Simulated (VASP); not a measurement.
# C (P6_3/mmc) in VASP: notebook, part 2 of 2

VASP 6.6.1. Earlier steps stand in the parts before.

### 3 Single point, PBE

The COD entry that gives the cell may itself be a prediction, so a difference from it is no test against experiment.

This run uses another cell than the first one, of 5.70 Å³/atom, 1.031 times its volume.

INCAR

```
SYSTEM = C
ALGO = Normal ; EDIFF = 1E-7
ENCUT = 520 ; GGA = PE
ISIF = 2 ; ISMEAR = 0
LASPH = .True. ; LCHARG = .True.
LELF = .True. ; LREAL = .False.
LVHAR = .True. ; LWAVE = .False.
NBANDS = 36 ; NELM = 100
PREC = Accurate ; SIGMA = 0.02
```

KPOINTS

```
k-points
0
Gamma
  12 12 2
  0 0 0
```

POSCAR

```
C
1.0
    2.5204761252      0.0000000000      0.0000000000
   -1.2602380626      2.1827963540      0.0000000000
    0.0000000000      0.0000000000     12.4289214317
C
12
Direct
    0.0000000000      0.0000000000      0.1868577048
    0.0000000000      0.0000000000      0.6868577048
    0.0000000000      0.0000000000      0.3131422952
    0.0000000000      0.0000000000      0.8131422952
    0.3333333333      0.6666666667      0.5207667974
    0.6666666667      0.3333333333      0.0207667974
    0.3333333333      0.6666666667      0.9792332026
    0.6666666667      0.3333333333      0.4792332026
    0.3333333333      0.6666666667      0.6450902117
    0.6666666667      0.3333333333      0.1450902117
    0.3333333333      0.6666666667      0.8549097883
    0.6666666667      0.3333333333      0.3549097883
```

Potentials or basis: VASP PAW PBE potentials, release 64 (C).

Started as:

```bash
> cat potpaw_PBE.64/C/POTCAR > POTCAR
> mpirun -np 1 vasp_std > vasp.out
```

Run time: 71 s. Hardware: 1 thread of Intel Xeon 6975P-C, shared host; peak memory 0.21 GiB.

The run converged. Its results:

```
Free energy            : -109.0440 eV
Pressure               : 0.7 GPa
Largest force          : 0.004 eV/Å
Band gap on the k mesh : 4.44 eV, indirect (least direct gap 5.38 eV)
```

Forces on the atoms (eV/Å):
```
C    0.000  0.000  0.004
C    0.000  0.000  0.004
C    0.000  0.000 -0.004
C    0.000  0.000 -0.004
C    0.000  0.000  0.000
C    0.000  0.000  0.000
C    0.000  0.000  0.000
C    0.000  0.000  0.000
C    0.000  0.000  0.001
C    0.000  0.000  0.001
C    0.000  0.000 -0.001
C    0.000  0.000 -0.001
```

Levels at points of the mesh, in eV from the valence-band top:
```csv
k point,band 21,band 22,band 23,band 24,band 25,band 26,band 27,band 28
"(0.00, 0.00, 0.00)",-0.97,-0.15,0.00,0.00,5.38,5.38,5.50,6.46
"(0.50, 0.00, 0.00)",-4.06,-4.01,-3.60,-2.90,4.61,5.21,5.27,5.59
"(0.00, 0.00, 0.50)",-0.32,-0.32,-0.32,-0.32,5.76,5.76,5.76,5.76
"(0.50, 0.00, 0.50)",-3.76,-3.76,-3.24,-3.24,4.78,4.78,5.82,5.82
```

A k mesh can miss the band edges. PBE gaps usually lie below the measured ones, often by a third to a half.

### 4 Single point, PBE

This run uses another cell than the first one, of 5.70 Å³/atom, 1.031 times its volume.

INCAR

```
ALGO = Normal
EDIFF = 1E-7
ENCUT = 520
GGA = PE
ISIF = 2
ISMEAR = 0
LASPH = True
LCHARG = False
LREAL = False
LWAVE = False
NBANDS = 36
NELM = 80
PREC = Accurate
SIGMA = 0.02
```

KPOINTS

```
k-points
0
Gamma
  12 12 2
```

POSCAR is that of step 3.

Started as:

```bash
> cat potpaw_PBE.64/C/POTCAR > POTCAR
> mpirun -np 1 vasp_std > vasp.out
```

It took 66 s on 1 thread of Intel Xeon 6975P-C, shared host; peak memory 0.21 GiB.

It converged, with:

| Property | Result |
| --- | --- |
| Free energy | -109.0440 eV |
| Pressure | 0.7 GPa |
| Largest force | 0.004 eV/Å |
| Band gap on the k mesh | 4.44 eV, indirect (least direct gap 5.38 eV) |

Forces in eV/Å, atoms in the order of the input:
```
C    0.000  0.000  0.004
C    0.000  0.000  0.004
C    0.000  0.000 -0.004
C    0.000  0.000 -0.004
C    0.000  0.000  0.000
C    0.000  0.000  0.000
C    0.000  0.000  0.000
C    0.000  0.000  0.000
C    0.000  0.000  0.001
C    0.000  0.000  0.001
C    0.000  0.000 -0.001
C    0.000  0.000 -0.001
```

Levels at points of the mesh, in eV from the valence-band top:
```csv
k point,band 21,band 22,band 23,band 24,band 25,band 26,band 27,band 28
"(0.00, 0.00, 0.00)",-0.97,-0.15,0.00,0.00,5.38,5.38,5.50,6.46
"(0.50, 0.00, 0.00)",-4.06,-4.01,-3.60,-2.90,4.61,5.21,5.27,5.59
"(0.00, 0.00, 0.50)",-0.32,-0.32,-0.32,-0.32,5.76,5.76,5.76,5.76
"(0.50, 0.00, 0.50)",-3.76,-3.76,-3.24,-3.24,4.78,4.78,5.82,5.82
```

### 5 Single point, PBE (volume scaled by 1.03, then relaxed in part)

INCAR

```
SYSTEM = C
ALGO = Normal ; EDIFF = 1E-6
ENCUT = 520 ; GGA = PE
ISIF = 2 ; ISMEAR = 0
LASPH = .TRUE. ; LCHARG = .FALSE.
LREAL = .FALSE. ; LWAVE = .FALSE.
NBANDS = 36 ; NELM = 80
PREC = Accurate ; SIGMA = 0.02
```

KPOINTS

```
k-points
0
G
  12 12 2
  0 0 0
```

POSCAR

```
C
1.0
    2.5455232232      0.0000000000      0.0000000000
   -1.2727616116      2.2044877772      0.0000000000
    0.0000000000      0.0000000000     12.5510978770
C
12
Direct
    0.0000000000      0.0000000000      0.1868282763
    0.0000000000      0.0000000000      0.6868282763
    0.0000000000      0.0000000000      0.3131717237
    0.0000000000      0.0000000000      0.8131717237
    0.3333333333      0.6666666667      0.5207607725
    0.6666666667      0.3333333333      0.0207607725
    0.3333333333      0.6666666667      0.9792392275
    0.6666666667      0.3333333333      0.4792392275
    0.3333333333      0.6666666667      0.6450926772
    0.6666666667      0.3333333333      0.1450926772
    0.3333333333      0.6666666667      0.8549073228
    0.6666666667      0.3333333333      0.3549073228
```

Started as:

```bash
> cat potpaw_PBE.64/C/POTCAR > POTCAR
> mpirun -np 1 vasp_std > vasp.out
```

Run time: 71 s. Hardware: 1 thread of Intel Xeon 6975P-C, shared host; peak memory 0.21 GiB.

The run converged. Its results:

- Free energy: -108.9751 eV
- Pressure: -11.6 GPa
- Band gap on the k mesh: 4.36 eV, indirect (least direct gap 5.31 eV)

Levels at points of the mesh, in eV from the valence-band top:
```tsv
k point	band 22	band 23	band 24	band 25	band 26	band 27
(0.00, 0.00, 0.00)	-0.13	0.00	0.00	5.31	5.31	5.42
(0.50, 0.00, 0.00)	-3.89	-3.49	-2.82	4.55	5.13	5.20
(0.00, 0.00, 0.50)	-0.31	-0.31	-0.31	5.68	5.68	5.68
(0.50, 0.00, 0.50)	-3.65	-3.14	-3.14	4.71	4.71	5.72
```

Caveat: the cell differs from its parent crystal (volume scaled by 1.03, then relaxed in part).

### 6 Single point, PBE

This run uses another cell than the first one, of 5.87 Å³/atom, 1.062 times its volume.

INCAR

```
SYSTEM = C
  PREC = Accurate
  ENCUT = 520
  EDIFF = 1E-7
  ISMEAR = 0
  SIGMA = 0.02
  LREAL = .False.
  LASPH = .True.
  NELM = 80
  ALGO = Normal
  ISIF = 2
  LWAVE = .False.
  LCHARG = .False.
  GGA = PE
  NELECT = 49.0
  NBANDS = 36
```

KPOINTS

```
regular mesh
0
Gamma
  12 12 2
  0 0 0
```

POSCAR

```
C
1.0
    2.5639280063      0.0000000000      0.0000000000
   -1.2819640032      2.2204267870      0.0000000000
    0.0000000000      0.0000000000     12.3715521691
C
12
Direct
    0.0000000000      0.0000000000      0.1873136394
    0.0000000000      0.0000000000      0.6873136394
    0.0000000000      0.0000000000      0.3126863606
    0.0000000000      0.0000000000      0.8126863606
    0.3333333333      0.6666666667      0.5204220952
    0.6666666667      0.3333333333      0.0204220952
    0.3333333333      0.6666666667      0.9795779048
    0.6666666667      0.3333333333      0.4795779048
    0.3333333333      0.6666666667      0.6455566712
    0.6666666667      0.3333333333      0.1455566712
    0.3333333333      0.6666666667      0.8544433288
    0.6666666667      0.3333333333      0.3544433288
```

Potentials or basis: VASP PAW PBE potentials, release 64 (C).

Started as:

```bash
> cat potpaw_PBE.64/C/POTCAR > POTCAR
> mpirun -np 1 vasp_std > vasp.out
```

Wall time 80 s (1 thread of Intel Xeon 6975P-C, shared host); peak memory 0.21 GiB.

Results (log left out):

```yaml
Free_energy: -94.8874 eV
Largest_force: 0.006 eV/Å
```

Forces in eV/Å, atoms in the order of the input:
```
C    0.000  0.000 -0.006
C    0.000  0.000 -0.006
C    0.000  0.000  0.006
C    0.000  0.000  0.006
C    0.000  0.000 -0.005
C    0.000  0.000 -0.005
C    0.000  0.000  0.005
C    0.000  0.000  0.005
C    0.000  0.000  0.005
C    0.000  0.000  0.005
C    0.000  0.000 -0.005
C    0.000  0.000 -0.005
```

Levels at points of the mesh, in eV from the Fermi level:
```csv
k point,band 21,band 22,band 23,band 24,band 25,band 26,band 27,band 28
"(0.00, 0.00, 0.00)",-5.99,-5.14,-5.01,-5.01,0.04,0.04,0.79,1.15
"(0.50, 0.00, 0.00)",-8.99,-8.92,-8.51,-7.76,-0.86,-0.22,-0.14,0.59
"(0.00, 0.00, 0.50)",-5.35,-5.35,-5.35,-5.35,0.45,0.45,0.45,0.45
"(0.50, 0.00, 0.50)",-8.63,-8.63,-8.12,-8.12,-0.69,-0.69,0.65,0.65
```

Caveat: the cell carries a net charge on a neutralising background, which shifts energy and pressure; the cell is charged against a uniform background, so pressure and absolute levels hang on convention.

### 7 Overview

| cell | gap on the mesh (eV) | pressure (GPa) |
| --- | --- | --- |
| a = 2.495, b = 2.495, c = 12.304 Å, angles 90.0, 90.0, 120.0°, 12 atoms | 4.51 | 14.7 |
| a = 2.520, b = 2.520, c = 12.429 Å, angles 90.0, 90.0, 120.0°, 12 atoms | 4.44 | 0.7 |
| a = 2.546, b = 2.546, c = 12.551 Å, angles 90.0, 90.0, 120.0°, 12 atoms | 4.36 | -11.6 |

Alike in all rows: task single point; level PBE; potentials or basis VASP PAW PBE potentials, release 64 (C); no spin polarisation; k mesh 12 × 12 × 2; cutoff (eV) 520; smearing gaussian 0.02 eV.

Absolute energies hang on the potentials; compare differences alone.
